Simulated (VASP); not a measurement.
A run of VASP 6.6.1 is set up as follows.

File INCAR:

```
  ALGO = Normal
  DIPOL = 0.5 0.5 0.493
  EDIFF = 1E-6
  ENCUT = 610
  GGA_COMPAT = F
  IDIPOL = 3
  ISIF = 2
  ISMEAR = -1
  LASPH = T
  LCHARG = T
  LDIPOL = T
  LELF = T
  LREAL = F
  LVACPOTAV = T
  LVHAR = T
  LWAVE = F
  NBANDS = 76
  NELM = 120
  NELMDL = -8
  PREC = Accurate
  SIGMA = 0.05
```

Contents of KPOINTS:

```
k-points
0
Gamma
  10 10 1
```

POSCAR

```
Cu
1.0
    2.5561910140      0.0000000000      0.0000000000
    0.0000000000      2.5561910140      0.0000000000
    0.0000000000      0.0000000000     25.8450000000
Cu
7
Direct
    0.5000000000      0.5000000000      0.2901915264
    0.0000000000      0.0000000000      0.3601276843
    0.5000000000      0.5000000000      0.4300638421
    0.0000000000      0.0000000000      0.4950288643
    0.5000000000      0.5000000000      0.5602127301
    0.0000000000      0.0000000000      0.6257420817
    0.5000000000      0.5000000000      0.6886942278
```

Potentials or basis: VASP PAW LDA potentials, release 64 (Cu_sv_GW).

Command:

```sh
$ cat potpaw_LDA.64/Cu_sv_GW/POTCAR > POTCAR
$ mpirun -np 1 vasp_std > vasp.out
```

Task: Estimate the band gap on the k mesh.

Result: Zero (an odd number of electrons rules out a gap without spin polarisation).

Task: Predict the largest force.

Result: 0.705 eV/Å.

Forces on the atoms (eV/Å):
```
Cu   0.000  0.000  0.705
Cu   0.000  0.000 -0.240
Cu   0.000  0.000 -0.506
Cu   0.000  0.000  0.004
Cu   0.000  0.000  0.002
Cu   0.000  0.000  0.000
Cu   0.000  0.000  0.033
```
